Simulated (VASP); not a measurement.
A run of VASP 6.6.1 is set up as follows.

Contents of INCAR:

```
SYSTEM = Ge
  PREC = Accurate
  ENCUT = 520
  EDIFF = 1E-6
  ISMEAR = -1
  SIGMA = 0.1
  LREAL = .False.
  LASPH = .True.
  NELM = 80
  ALGO = Normal
  ISIF = 2
  LWAVE = .False.
  LCHARG = .False.
  GGA = RE
  NBANDS = 21
```

File KPOINTS:

```
Automatic mesh
0
Gamma
  14 14 10
  0 0 0
```

Contents of POSCAR:

```
Ge
1.0
   -2.4955974103      2.4983036021      1.3798112434
    2.4983036021     -2.4955974103      1.3798112434
    2.5098391148      2.5098391148     -1.3748548481
Ge
2
Direct
    0.9999091455      0.0000908545      1.0000000000
    0.7500908545      0.2499091455      0.5000000000
```

Potentials or basis: VASP PAW PBE potentials, release 64 (Ge_d).

Run with:

```console
$ cat potpaw_PBE.64/Ge_d/POTCAR > POTCAR
$ mpirun -np 1 vasp_std > vasp.out
```

Question: What does it give for the pressure?

Answer: 10.8 GPa.

Question: Estimate the band gap on the k mesh.

Answer: Zero (band 14 reaches 9.77 eV, above the bottom of band 15 at 4.05 eV).

Question: What does it give for the largest force?

Answer: 0.007 eV/Å.

Stress tensor (GPa, compression positive):
```
10.79 -0.47  0.03
-0.47 10.79  0.03
 0.03  0.03 10.85
```

Caveat: the PAW data sets were made with another functional, which shifts forces and pressure a little.
